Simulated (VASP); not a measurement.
ZnSe, 2 atoms in the cell. It takes space group F-43m (No. 216, cubic). The conventional cell has a = 5.668 Å, b = 5.668 Å, c = 5.668 Å, α = 90.00°, β = 90.00°, γ = 90.00°. Within 3.2 Å of Se (site symmetry -43m) lie 4 Zn at 2.45 Å. Within 3.2 Å of Zn (site symmetry -43m) lie 4 Se at 2.45 Å. 

| Property | Result |
| --- | --- |
| Program | VASP 6.6.1 |
| Task | band structure |
| Functional | HSE06 |
| Potentials or basis | VASP PAW PBE potentials, release 64 (Se, Zn) |
| Cutoff | 520 eV |
| k mesh | 6 × 6 × 6 |
| Occupations | gaussian, width 0.02 eV |
| Spin | no spin polarisation |
| Grid for exact exchange (PRECFOCK) | Fast |
| Further INCAR settings | ALGO = Normal; EDIFF = 1e-07 |
| Share of exact exchange | 0.25 |
| Screening parameter | 0.2 1/Å |

Potentials or basis: VASP PAW PBE potentials, release 64 (Se, Zn).

Launch:

```sh
$ cat potpaw_PBE.64/Se/POTCAR potpaw_PBE.64/Zn/POTCAR > POTCAR
$ cp INCAR.step1 INCAR
$ mpirun -np 4 vasp_std > vasp.out
$ cp INCAR.step2 INCAR
$ mpirun -np 4 vasp_std > vasp.out
```

Hardware: 4 MPI ranks on Intel(R) Xeon(R) 6975P-C (Granite Rapids), with other jobs on the host.

Task: Estimate the wall time of this run.

Result: It took 14 min on 4 MPI ranks on Intel(R) Xeon(R) 6975P-C (Granite Rapids), on a shared host, peak memory 0.35 GiB a rank. Counts: k points 16.
